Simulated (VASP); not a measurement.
# KF (Carobbiite): single point with BLYP

Crystal: KF (Carobbiite).

```
CELL_PARAMETERS angstrom
0.00000 2.73002 2.73002
2.73002 0.00000 2.73002
2.73002 2.73002 0.00000
ATOMIC_POSITIONS crystal
K 0.00000 0.00000 0.00000
F 0.50000 0.50000 0.50000
```

```
Program                : VASP 6.6.1
Task                   : single point
Functional             : BLYP
Potentials or basis    : VASP PAW PBE potentials, release 64 (K_sv, F)
Cutoff                 : 520 eV
k mesh                 : 9 × 9 × 9
Occupations            : fermi-dirac, width 0.05 eV
Spin                   : no spin polarisation
Dipole correction      : no
Further INCAR settings : ALGO = Normal; EDIFF = 1e-06; NBANDS = 15
```

- Pressure: 0.0 GPa
- Band gap on the k mesh: 5.88 eV, direct

Levels at points of the mesh, in eV from the valence-band top:
```csv
k point,band 4,band 5,band 6,band 7,band 8,band 9,band 10,band 11,band 12,band 13
"(0.00, 0.00, 0.00)",-9.53,-9.53,0.00,0.00,0.00,5.88,10.49,10.49,10.49,12.09
```

Wall time 19 s on 1 thread of AMD EPYC 9R45 96-Core Processor (Zen 5) (shared host), peak memory 0.14 GiB.

Caveat: the PAW data sets were made with another functional, which shifts forces and pressure a little. As with any semilocal functional, this BLYP gap is likely too small.
